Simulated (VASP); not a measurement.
# Au (P6_3/mmc) in VASP: further runs

The runs below take Au through single point, with PBEsol.

Everything below comes from runs of VASP 6.6.1. Logs are shortened: lines on timing, memory, paths and dates and some standing lists are left out, and cuts for length are marked.

### 1 The cell of the first run

It takes space group P6_3/mmc (No. 194, hexagonal). The conventional cell has a = 2.750 Å, b = 2.750 Å, c = 4.576 Å, α = 90.00°, β = 90.00°, γ = 120.00°. Au (site symmetry -6m2) has 12 Au at 2.75 to 2.78 Å within 3.6 Å.

This isn't the form of Au at room conditions, which is fcc.

### 2 Single point, PBEsol (14.99 Å³/atom)

Input file INCAR:

```
SYSTEM = Au
PREC = Accurate ; ENCUT = 520
EDIFF = 1E-6 ; ISMEAR = 0
SIGMA = 0.1 ; LREAL = .False.
LASPH = .True. ; NELM = 100
ALGO = Fast ; ISIF = 2
LWAVE = .False. ; LCHARG = .False.
GGA = PS ; NBANDS = 18
```

Input file KPOINTS:

```
regular mesh
0
Gamma
  18 18 10
  0 0 0
```

Input file POSCAR:

```
Au
1.0
    2.7501617281      0.0000000000      0.0000000000
   -1.3750808640      2.3817099210      0.0000000000
    0.0000000000      0.0000000000      4.5757365190
Au
2
Direct
    0.3333333333      0.6666666667      0.7500000000
    0.6666666667      0.3333333333      0.2500000000
```

Potentials or basis: VASP PAW PBE potentials, release 64 (Au).

Launch:

```sh
$ cat potpaw_PBE.64/Au/POTCAR > POTCAR
$ mpirun -np 1 vasp_std > vasp.out
```

OUTCAR:

```text
SYSTEM = Au
   PREC = Accurate
   ENCUT = 520
   EDIFF = 1E-6
   ISMEAR = 0
   LREAL = .False.
   LASPH = .True.
   NELM = 100
   ISIF = 2
   GGA = PS

 ion  position               nearest neighbor table
   1  0.333  0.667  0.750-   2 2.78   2 2.78   2 2.78   2 2.78   2 2.78   2 2.78
   2  0.667  0.333  0.250-   1 2.78   1 2.78   1 2.78   1 2.78   1 2.78   1 2.78

  LATTYP: Found a hexagonal cell.
 ALAT       =     2.7501617281
 C/A-ratio  =     1.6638063399

  Lattice vectors:

 A1 = (   2.7501617281,   0.0000000000,   0.0000000000)
 A2 = (  -1.3750808640,   2.3817099210,   0.0000000000)
 A3 = (   0.0000000000,   0.0000000000,   4.5757365190)

Analysis of symmetry for initial positions (statically):
=====================================================================
 Subroutine PRICEL returns:
 Original cell was already a primitive cell.

 Routine SETGRP: Setting up the symmetry group for a
 hexagonal supercell.

 Subroutine GETGRP returns: Found 24 space group operations
 (whereof 12 operations were pure point group operations)
 out of a pool of 24 trial point group operations.

The static configuration has the point symmetry D_3d.
 The point group associated with its full space group is D_6h.

Analysis of symmetry for dynamics (positions and initial velocities):
=====================================================================
 Subroutine PRICEL returns:
 Original cell was already a primitive cell.

 Routine SETGRP: Setting up the symmetry group for a
 hexagonal supercell.

 Subroutine GETGRP returns: Found 24 space group operations
 (whereof 12 operations were pure point group operations)
 out of a pool of 24 trial point group operations.

The dynamic configuration has the point symmetry D_3d.
 The point group associated with its full space group is D_6h.

 Subroutine INISYM returns: Found 24 space group operations
 (whereof 12 operations are pure point group operations),
 and found     1 'primitive' translations

----------------------------------------------------------------------------------------

                                     Primitive cell

  volume of cell :      29.9715

  direct lattice vectors                    reciprocal lattice vectors
     2.750161728  0.000000000  0.000000000     0.363614979  0.209933206  0.000000000
    -1.375080864  2.381709921  0.000000000     0.000000000  0.419866412  0.000000000
     0.000000000  0.000000000  4.575736519     0.000000000  0.000000000  0.218544052

  length of vectors
     2.750161728  2.750161728  4.575736519     0.419866412  0.419866412  0.218544052

  position of ions in fractional coordinates (direct lattice)
     0.333333333  0.666666667  0.750000000
     0.666666667  0.333333333  0.250000000

  ion indices of the primitive-cell ions
   primitive index   ion index
                 1           1
                 2           2

----------------------------------------------------------------------------------------

 KPOINTS: regular mesh

Automatic generation of k-mesh.
 Grid dimensions read from file:
 generate k-points for:   18   18   10

 Generating k-lattice:

  Cartesian coordinates                     Fractional coordinates (reciprocal lattice)
     0.020200832  0.011662956  0.000000000     0.055555556  0.000000000  0.000000000
     0.000000000  0.023325912  0.000000000     0.000000000  0.055555556  0.000000000
     0.000000000  0.000000000  0.021854405     0.000000000  0.000000000  0.100000000

  Length of vectors
     0.023325912  0.023325912  0.021854405

  Shift w.r.t. Gamma in fractional coordinates (k-lattice)
     0.000000000  0.000000000  0.000000000

 Subroutine IBZKPT returns following result:
 ===========================================

 Found    222 irreducible k-points:

 Following reciprocal coordinates:
            Coordinates               Weight
  0.000000  0.000000  0.000000      1.000000
  0.055556  0.000000  0.000000      6.000000
  0.111111  0.000000  0.000000      6.000000
  0.166667 -0.000000  0.000000      6.000000
  0.222222 -0.000000  0.000000      6.000000
  0.277778 -0.000000  0.000000      6.000000
[... 16 lines left out ...]
  0.333333  0.111111  0.000000     12.000000
  0.388889  0.111111  0.000000     12.000000
 [... further k-points ...]
   k-points           NKPTS =    222   k-points in BZ     NKDIM =    222   number of bands    NBANDS=     18
   number of dos      NEDOS =    301   number of ions     NIONS =      2
   total plane-waves  NPLWV =  14400
   dimension x,y,z NGX =    20 NGY =   20 NGZ =   36
   dimension x,y,z NGXF=    40 NGYF=   40 NGZF=   72
   ions per type =               2
   NGX,Y,Z   is equivalent  to a cutoff of  12.09, 12.09, 13.08 a.u.
   NGXF,Y,Z  is equivalent  to a cutoff of  24.18, 24.18, 26.16 a.u.
 SYSTEM =  Au
   PREC   = accura    normal or accurate (medium, high low for compatibility)
   ISTART =      0    job   : 0-new  1-cont  2-samecut
   ICHARG =      2    charge: 1-file 2-atom 10-const
   ISPIN  =      1    spin polarized calculation?
   LNONCOLLINEAR =      F non collinear calculations
   LSORBIT =      F    spin-orbit coupling
   LASPH  =      T    aspherical Exc in radial PAW
   ENCUT  =  520.0 eV  38.22 Ry    6.18 a.u.   5.11  5.11  8.51*2*pi/ulx,y,z
   NELM   =    100;   NELMIN=  2; NELMDL= -5     # of ELM steps
   EDIFF  = 0.1E-05   stopping-criterion for ELM
   LREAL  =      F    real-space projection
   EDIFFG = 0.1E-04   stopping-criterion for IOM
   NSW    =      0    number of steps for IOM
   IBRION =     -1    ionic relax: 0-MD 1-quasi-New 2-CG
   NFREE  =      0    steps in history (QN), initial steepest desc. (CG)
   ISIF   =      2    stress and relaxation
   ISYM   =      2    0-nonsym 1-usesym 2-fastsym
   POTIM  = 0.5000    time-step for ionic-motion
   TEBEG  =    0.0;   TEEND  =   0.0 temperature during run
   PSTRESS=    0.0 pullay stress
   NELECT =      22.0000    total number of electrons
   NUPDOWN=      -1.0000    fix difference up-down
   EMIN   =  10.00;   EMAX   =-10.00  energy-range for DOS
   EFERMI =   0.00;   METHOD = LEGACY
   ISMEAR =     0;   SIGMA  =   0.10  broadening in eV -4-tet -1-fermi 0-gaus
   EFERMI_NEDOS =   21; number of points for ismear=-14 and -15
   IALGO  =     68    algorithm
   IMIX   =      4    mixing-type and parameters
     AMIX     =   0.40;   BMIX     =  1.00
     AMIX_MAG =   1.60;   BMIX_MAG =  1.00
  volume/ion in A,a.u.               =      14.99       101.13
  Fermi-wavevector in a.u.,A,eV,Ry     =   1.476771  2.790692 29.672283  2.180851
  Thomas-Fermi vector in A             =   2.591257
   LORBIT       =      0    0 simple, 1 ext, 2 COOP (PROOUT), +10 PAW based schemes
   GGA     = PS    functional components
   LHFCALC =     F    Hartree Fock is set to
   AEXX    =    0.0000 exact exchange contribution
   IVDW    =     0    specifies the selected vdW correction
   LEPSILON=     F    determine dielectric tensor
   LRPA    =     F    only Hartree local field effects (RPA)
 non-spin polarized calculation
 RMM-DIIS sequential band-by-band and
 Gauss-broadening in eV      SIGMA  =   0.10
  energy-cutoff  :      520.00
  volume of cell :       29.97
 maximum number of plane-waves:       826
   NGX = 11   NGY = 11   NGZ = 17

 number of electron      22.0000000 magnetization

 Free energy of the ion-electron system (eV)
  ---------------------------------------------------
  ext. energy  EPLUGINS =         0.00000000
  ---------------------------------------------------
  free energy    TOTEN  =        -7.48366470 eV

  energy without entropy =       -7.47986976  energy(sigma->0) =       -7.48176723

 E-fermi :  11.5774     XC(G=0): -13.6584

 val. band max:       11.5657353969   @ k =   0.2778   0.2222   0.1000
 cond. band min:      11.6065408940   @ k =   0.1111   0.1111   0.2000
 fundamental gap:      0.0408054971
 Fermi energy:        11.5774280709

 k-point     1 :       0.0000    0.0000    0.0000
  band No.  band energies     occupation
      1       0.2120      2.00000
      2       2.8979      2.00000
      3       5.9778      2.00000
      4       6.2581      2.00000
      5       6.2581      2.00000
      6       6.6725      2.00000
[... 10 lines left out ...]
     17      31.2813      0.00000
     18      31.2814      0.00000

 k-point     2 :       0.0556    0.0000    0.0000
  band No.  band energies     occupation
      1       0.3221      2.00000
      2       2.9918      2.00000
      3       5.9110      2.00000
      4       6.3125      2.00000
      5       6.3381      2.00000
      6       6.6263      2.00000
[... 10 lines left out ...]
     17      30.5991      0.00000
     18      30.6864      0.00000

 k-point     3 :       0.1111    0.0000    0.0000
  band No.  band energies     occupation
      1       0.6448      2.00000
      2       3.2550      2.00000
      3       5.7439      2.00000
      4       6.4049      2.00000
      5       6.5667      2.00000
      6       6.5739      2.00000
[... 10 lines left out ...]
     17      29.4530      0.00000
     18      29.9845      0.00000

 k-point     4 :       0.1667   -0.0000    0.0000
  band No.  band energies     occupation
      1       1.1538      2.00000
      2       3.6185      2.00000
      3       5.5592      2.00000
      4       6.2662      2.00000
      5       6.3823      2.00000
      6       6.8111      2.00000
[... 375 lines left out ...]
      4       5.6416      2.00000
      5       6.1807      2.00000
      6       6.3809      2.00000
[... 10 lines left out ...]
     17      26.2131      0.00000
     18      28.0309      0.00000

 k-point    23 :       0.3333    0.1111    0.0000
  band No.  band energies     occupation
      1       3.6622      2.00000
      2       3.9206      2.00000
      3       4.3426      2.00000
      4       6.0837      2.00000
      5       6.1168      2.00000
      6       6.6704      2.00000
[... 10 lines left out ...]
     17      25.1489      0.00000
     18      27.2372      0.00000

 k-point    24 :       0.3889    0.1111    0.0000
  band No.  band energies     occupation
      1       3.7560      2.00000
      2       3.8251      2.00000
      3       4.1545      2.00000
      4       6.1072      2.00000
      5       6.4987      2.00000
      6       6.5188      2.00000
[... 10 lines left out ...]
     17      24.5250      0.00000
     18      26.6914      0.00000

 [... further k-points ...]
[... 5 lines left out ...]
  --------------------------------------------------------------------------------------
  -------------------------------------------------------------------------------------
  Total        5.8863079      5.8863079      5.8906860      0.0000000     -0.0000000      0.0000000
  in kB      314.6628309    314.6628309    314.8968715      0.0000000     -0.0000000      0.0000000
  external PRESSURE =     314.7408444 kB  Pullay stress =       0.0000000 kB

 VOLUME and BASIS-vectors are now :
 -----------------------------------------------------------------------------
  energy-cutoff  :      520.00
  volume of cell :       29.97
      direct lattice vectors                 reciprocal lattice vectors
     2.750161728  0.000000000  0.000000000     0.363614979  0.209933206  0.000000000
    -1.375080864  2.381709921  0.000000000     0.000000000  0.419866412  0.000000000
     0.000000000  0.000000000  4.575736519     0.000000000  0.000000000  0.218544052

 POSITION                                       TOTAL-FORCE (eV/Angst)
 -----------------------------------------------------------------------------------
     -0.00000      1.58781      3.43180         0.000000      0.000000      0.000000
      1.37508      0.79390      1.14393        -0.000000     -0.000000      0.000000
 -----------------------------------------------------------------------------------
    total drift:                               -0.000000      0.000000     -0.000000

  FREE ENERGIE OF THE ION-ELECTRON SYSTEM (eV)
  ---------------------------------------------------
  free  energy   TOTEN  =        -7.4836646975 eV

  energy  without entropy=       -7.4798697611  energy(sigma->0) =       -7.48176723
```

It took 61 s on 1 thread of Intel Xeon Platinum 8488C (Sapphire Rapids), shared host; peak memory 0.22 GiB.

What came out:

```
Free energy            : -7.4837 eV
Pressure               : 31.5 GPa
Band gap on the k mesh : zero (bands 11 and 12 overlap by 7.82 eV)
```

Levels at points of the mesh, in eV from the Fermi level:
| k point | band 8 | band 9 | band 10 | band 11 | band 12 | band 13 | band 14 | band 15 |
| --- | --- | --- | --- | --- | --- | --- | --- | --- |
| (0.00, 0.00, 0.00) | -4.10 | -4.10 | -2.33 | -2.33 | -1.80 | 3.50 | 14.33 | 15.82 |
| (0.50, 0.00, 0.00) | -1.98 | -1.96 | -1.71 | 0.39 | 1.87 | 6.17 | 7.82 | 8.41 |
| (0.00, 0.00, 0.50) | -5.38 | -2.90 | -2.90 | -2.90 | -2.90 | 11.67 | 11.67 | 14.79 |
| (0.50, 0.00, 0.50) | -2.74 | -1.81 | -1.81 | 0.15 | 0.15 | 4.71 | 4.71 | 13.86 |

Caveat: the cell stands under pressure; the PAW data sets were made with another functional, which shifts forces and pressure a little; spin-orbit coupling is left out, which moves the levels of the heavy elements.

### 3 Single point, PBEsol (15.50 Å³/atom)

This run uses another cell than the first one, of 15.50 Å³/atom.

Input file INCAR:

```
PREC     = Accurate       # precision mode
ENCUT    = 520            # plane-wave cutoff, eV
EDIFF    = 1E-6           # SCF threshold, eV
ISMEAR   = 0              # smearing method
SIGMA    = 0.1            # smearing width, eV
LREAL    = False          # projectors in reciprocal space
LASPH    = True           # aspherical terms in the spheres
NELM     = 60             # most SCF steps
ALGO     = Normal         # electronic algorithm
ISIF     = 2              # what is computed and relaxed
LWAVE    = False          # write WAVECAR
LCHARG   = True           # write CHGCAR
GGA      = PS             # functional
LELF     = True           # ELF
LVHAR    = True         
NBANDS   = 18             # bands
```

Input file KPOINTS:

```
Automatic mesh
0
Gamma
  18 18 10
```

Input file POSCAR:

```
Au
1.0
    2.7797761509      0.0000000000      0.0000000000
   -1.3898880754      2.4073567635      0.0000000000
    0.0000000000      0.0000000000      4.6314453938
Au
2
Direct
    0.3333333333      0.6666666667      0.7500000000
    0.6666666667      0.3333333333      0.2500000000
```

Potentials or basis: VASP PAW PBE potentials, release 64 (Au).

Launch:

```sh
$ cat potpaw_PBE.64/Au/POTCAR > POTCAR
$ mpirun -np 1 vasp_std > vasp.out
```

OUTCAR:

```text
PREC = Accurate
   ENCUT = 520
   EDIFF = 1E-6
   ISMEAR = 0
   LREAL = False
   LASPH = True
   NELM = 60
   ISIF = 2
   GGA = PS

 ion  position               nearest neighbor table
   1  0.333  0.667  0.750-   2 2.82   2 2.82   2 2.82   2 2.82   2 2.82   2 2.82
   2  0.667  0.333  0.250-   1 2.82   1 2.82   1 2.82   1 2.82   1 2.82   1 2.82

  LATTYP: Found a hexagonal cell.
 ALAT       =     2.7797761509
 C/A-ratio  =     1.6661217099

  Lattice vectors:

 A1 = (   2.7797761509,   0.0000000000,   0.0000000000)
 A2 = (  -1.3898880754,   2.4073567635,   0.0000000000)
 A3 = (   0.0000000000,   0.0000000000,   4.6314453938)

Analysis of symmetry for initial positions (statically):
=====================================================================
 Subroutine PRICEL returns:
 Original cell was already a primitive cell.

 Routine SETGRP: Setting up the symmetry group for a
 hexagonal supercell.

 Subroutine GETGRP returns: Found 24 space group operations
 (whereof 12 operations were pure point group operations)
 out of a pool of 24 trial point group operations.

The static configuration has the point symmetry D_3d.
[... 162 lines left out ...]
  energy without entropy =       -7.64611629  energy(sigma->0) =       -7.64822358

 E-fermi :  10.9223     XC(G=0): -13.4548

 val. band max:       10.9157724895   @ k =   0.0556   0.0556   0.0000
 cond. band min:      10.9263030148   @ k =   0.3889   0.1111   0.3000
 fundamental gap:      0.0105305253
 Fermi energy:        10.9223060497

 k-point     1 :       0.0000    0.0000    0.0000
  band No.  band energies     occupation
      1      -0.0268      2.00000
      2       2.6162      2.00000
      3       5.5564      2.00000
      4       5.8336      2.00000
      5       5.8336      2.00000
      6       6.2210      2.00000
[... 481 lines left out ...]
      5       6.0650      2.00000
      6       6.1011      2.00000
[... 10 lines left out ...]
     17      23.7109      0.00000
     18      25.9080      0.00000

 [... further k-points ...]

------------------------ aborting loop because EDIFF is reached ----------------------------------------

  FORCE on cell =-STRESS in cart. coord.  units (eV):
  Direction    XX          YY          ZZ          XY          YZ          ZX
  --------------------------------------------------------------------------------------
  -------------------------------------------------------------------------------------
  Total        4.0528526      4.0528526      4.0247501      0.0000000      0.0000000      0.0000000
  in kB      209.5099080    209.5099080    208.0571627      0.0000000      0.0000000      0.0000000
  external PRESSURE =     209.0256596 kB  Pullay stress =       0.0000000 kB

 VOLUME and BASIS-vectors are now :
 -----------------------------------------------------------------------------
  energy-cutoff  :      520.00
  volume of cell :       30.99
      direct lattice vectors                 reciprocal lattice vectors
     2.779776151  0.000000000  0.000000000     0.359741197  0.207696677  0.000000000
    -1.389888075  2.407356764  0.000000000     0.000000000  0.415393354  0.000000000
     0.000000000  0.000000000  4.631445394     0.000000000  0.000000000  0.215915317

 POSITION                                       TOTAL-FORCE (eV/Angst)
 -----------------------------------------------------------------------------------
     -0.00000      1.60490      3.47358         0.000000      0.000000      0.000000
      1.38989      0.80245      1.15786        -0.000000     -0.000000      0.000000
 -----------------------------------------------------------------------------------
    total drift:                               -0.000000      0.000000     -0.000000

  FREE ENERGIE OF THE ION-ELECTRON SYSTEM (eV)
  ---------------------------------------------------
  free  energy   TOTEN  =        -7.6503308751 eV

  energy  without entropy=       -7.6461162928  energy(sigma->0) =       -7.64822358
```

stdout:

```text
POSCAR found type information on POSCAR Au
 POSCAR found :  1 types and       2 ions
 scaLAPACK will be used
 -----------------------------------------------------------------------------
|                                                                             |
|                                                                             |
|     You enforced a specific xc type in the INCAR file but a different       |
|     I HOPE YOU KNOW WHAT YOU ARE DOING!                                     |
|                                                                             |
 -----------------------------------------------------------------------------

 LDA part: xc-table for (Slater+PW92), standard interpolation
 POSCAR, INCAR and KPOINTS ok, starting setup
 FFT: planning ... GRIDC
 FFT: planning ... GRID_SOFT
 FFT: planning ... GRID
 WAVECAR not read
 entering main loop
```

It took 55 s on 1 thread of Intel Xeon Platinum 8488C (Sapphire Rapids), shared host; peak memory 0.23 GiB.

Results:

| Item | Value |
| --- | --- |
| Free energy | -7.6503 eV |
| Pressure | 20.9 GPa |
| Band gap on the k mesh | zero (bands 11 and 12 overlap by 7.64 eV) |

Caveat: the cell stands under pressure; the PAW data sets were made with another functional, which shifts forces and pressure a little; spin-orbit coupling is left out, which moves the levels of the heavy elements.
